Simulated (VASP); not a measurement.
Crystal: Si2Ge.

```xyz
3
Lattice="2.8610 0.0000 0.0000 -1.4305 2.4777 0.0000 0.0000 0.0000 7.0079" Properties=species:S:1:pos:R:3 pbc="T T T"
Si    1.4305    0.8259    5.8399
Si    0.0000    1.6518    1.1680
Ge    0.0000    0.0000    3.5040
```

```yaml
Program: VASP 6.6.1
Task: relaxation of cell and atoms
Functional: PBE
Potentials_or_basis: VASP PAW PBE potentials, release 64 (Si, Ge_d)
Cutoff: 500 eV
k_mesh: 6 × 6 × 4
Occupations: gaussian, width 0.1 eV
Spin: no spin polarisation
```

At the start: pressure -0.6 GPa; volume 16.56 Å³/atom.

**Question.** How do energy, volume and symmetry change on relaxing?

**Answer.** Over 26 steps the energy falls by 112.6 meV/atom and the volume is 17.01 Å³/atom (+2.7 %); space group P-3m1 (No. 164, to 0.1 Å) before and after.

Step by step:
```tsv
step	energy change (eV)	largest force (eV/Å)	pressure (GPa)	volume (Å³)
1	0.0000	0.5373	-0.55	49.68
2	-0.0290	0.5371	-0.22	49.27
3	-0.1066	0.6032	2.29	48.05
4	-0.0565	1.0696	12.17	45.69
5	-0.1400	0.6594	4.10	47.49
6	-0.1618	0.1018	7.57	46.58
7	-0.1650	0.3686	6.27	46.88
8	-0.1732	0.2907	6.41	46.93
9	-0.1910	0.0364	6.86	47.08
10	-0.1830	0.6901	7.67	47.37
11	-0.1958	0.2097	7.12	47.19
12	-0.2124	0.2029	6.45	47.55
13	-0.2518	0.1799	4.37	48.65
14	-0.2918	0.0972	0.78	50.90
15	-0.2969	0.0464	-0.51	51.90
16	-0.2970	0.0356	-0.87	52.19
17	-0.3053	0.0353	-0.94	52.22
18	-0.3267	0.1187	-1.14	52.31
19	-0.3087	0.4800	-1.30	52.43
20	-0.3290	0.1800	-1.15	52.36
21	-0.3291	0.1642	-1.14	52.35
22	-0.3329	0.1622	-0.65	51.90
23	-0.3355	0.1575	0.74	50.76
24	-0.3359	0.1587	0.40	51.03
25	-0.3374	0.0650	0.18	51.03
26	-0.3377	0.0006	0.03	51.03
```

Final structure:
```cif
data_structure
_symmetry_space_group_name_H-M 'P 1'
_symmetry_Int_Tables_number 1
_cell_length_a 2.9676
_cell_length_b 2.9676
_cell_length_c 6.6914
_cell_angle_alpha 90.000
_cell_angle_beta 90.000
_cell_angle_gamma 120.000
_cell_volume 51.03
loop_
_atom_site_label
_atom_site_type_symbol
_atom_site_fract_x
_atom_site_fract_y
_atom_site_fract_z
_atom_site_occupancy
Si1 Si 0.66667 0.33333 0.86485 1
Si2 Si 0.33333 0.66667 0.13515 1
Ge1 Ge 0.00000 0.00000 0.50000 1
```

Caveat: the k points lie up to 0.41 Å⁻¹ apart in the final cell, too coarse for converged energies and pressures of a metal.
